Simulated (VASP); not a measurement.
Cu, 16 atoms in the cell. The cell holds a slab with vacuum, 16 atoms: a = 5.039 Å, b = 5.039 Å, c = 21.345 Å, α = 90.00°, β = 90.00°, γ = 90.00°. 

```yaml
Program: VASP 6.6.1
Task: single point
Functional: PBE
Dispersion: D3(BJ)
Potentials_or_basis: VASP PAW PBE potentials, release 64 (Cu)
Cutoff: 520 eV
k_mesh: 4 × 4 × 1
Occupations: gaussian, width 0.1 eV
Spin: no spin polarisation
Dipole_correction: yes
Further_INCAR_settings: LREAL = Auto; ALGO = Normal; EDIFF = 1e-06; NBANDS = 102
```

Potentials or basis: VASP PAW PBE potentials, release 64 (Cu).

Run with:

```bash
$ cat potpaw_PBE.64/Cu/POTCAR > POTCAR
$ mpirun -np 1 vasp_std > vasp.out
```

Hardware: 1 thread of Intel(R) Xeon(R) 6975P-C (Granite Rapids), on a shared host.

Question: Estimate the wall time of this run.

Answer: Wall time 10 min on 1 thread of Intel(R) Xeon(R) 6975P-C (Granite Rapids), with other jobs on the host, peak memory 0.61 GiB. Counts: scf iterations 28, k points 6.
